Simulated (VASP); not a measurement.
Runs of VASP 6.6.1 on HfN. The structure is that of space group F-43m (No. 216), or close to it. The cells are those of the table. 

```tsv
cell	gap on the mesh (eV)	pressure (GPa)
a = 3.448 Å, angles 60.0°, 2 atoms	none	-2.0
a = 3.413 Å, angles 60.0°, 2 atoms	none	4.6
a = 3.551 Å, angles 60.0°, 2 atoms	none	(a)
a = 3.483 Å, angles 60.0°, 2 atoms	none	(b)
a = 3.517 Å, angles 60.0°, 2 atoms	none	-12.5
```

Alike in all rows: task single point; level PBEsol; potentials or basis VASP PAW PBE potentials, release 64 (Hf_pv, N); no spin polarisation; k mesh 10 × 10 × 10; cutoff (eV) 520; smearing fermi-dirac 0.1 eV.

Q: Estimate the missing entries.

A: (a) -16.6; (b) -7.6.

Caveats: the PAW data sets were made with another functional, which shifts forces and pressure a little; spin-orbit coupling is left out, which moves the levels of the heavy elements.

A k mesh can miss the band edges, and the runs leave out spin-orbit coupling on Hf.

A gap of «none» marks levels without a gap at the run's occupations.
